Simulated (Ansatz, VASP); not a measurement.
## Two plane-wave programs on AlNi

Contents of INCAR:

```
PREC = Accurate ; ENCUT = 520
EDIFF = 1E-6 ; ISMEAR = 0
SIGMA = 0.15 ; LREAL = F
LASPH = T ; NELM = 100
ALGO = Fast ; ISIF = 2
LWAVE = F ; LCHARG = T
GGA = PE ; LELF = T
LVHAR = T ; NBANDS = 14
```

The input KPOINTS:

```
regular mesh
0
Gamma
  20 20 20
```

Contents of POSCAR:

```
AlNi
1.0
    2.8930835326      0.0000000000     -0.0289308353
    0.0000000000      2.8930835326      0.0000000000
   -0.0289308353      0.0000000000      2.8930835326
Al Ni
1 1
Direct
    0.0000000000      0.0000000000      0.0000000000
    0.5000000000      0.5000000000      0.5000000000
```

Input for Ansatz:

```yaml
crystal:
  lattice:
    - [2.8930835326, 0.0, -0.0289308353]
    - [0.0, 2.8930835326, 0.0]
    - [-0.0289308353, 0.0, 2.8930835326]
  atoms:
    - { symbol: Al, position: [0.0, 0.0, 0.0] }
    - { symbol: Ni, position: [0.5, 0.5, 0.5] }
basis:
  ecutwfc: 420
kpoints:
  mp_grid: { grid: [20, 20, 20] }
hamiltonian:
  xc: pbe
scf:
  occupations: { method: gaussian, width: 0.15 }
output:
  forces: true
  stress: true
  eigenvalues: true
```

Change from the starting cell: strain -0.0200 x Voigt [0, 0, 0, 0, 1, 0], atoms carried along.

Alike in both runs: task single point; functional PBE; k mesh 20 × 20 × 20; occupations gaussian, width 0.15 eV; no spin polarisation.

|  | VASP | Ansatz |
| --- | --- | --- |
| version | VASP 6.6.1 | Ansatz 0.2.0 |
| potentials or method | VASP PAW PBE potentials, release 64 (Al, Ni), cutoff 520 eV | scalar-relativistic, plane waves, PAW |
| valence electrons in the cell | 13 | 21 |

```csv
,VASP,Ansatz,Ansatz less VASP
gap on the k mesh at the Fermi level (eV),none,none,-
pressure (GPa),-0.1,0.1,+0.22
"traceless stress, the component that is largest in VASP (GPa)",2.31,2.32,+0.010
```

A gap of «none» marks a metal or a gap that the smearing closes. The functional is the same, so the differences come from potentials, cutoffs and numerics. VASP's potentials hold 13 valence electrons a cell and Ansatz's 21, so a difference there can come from the potentials and not from the codes.
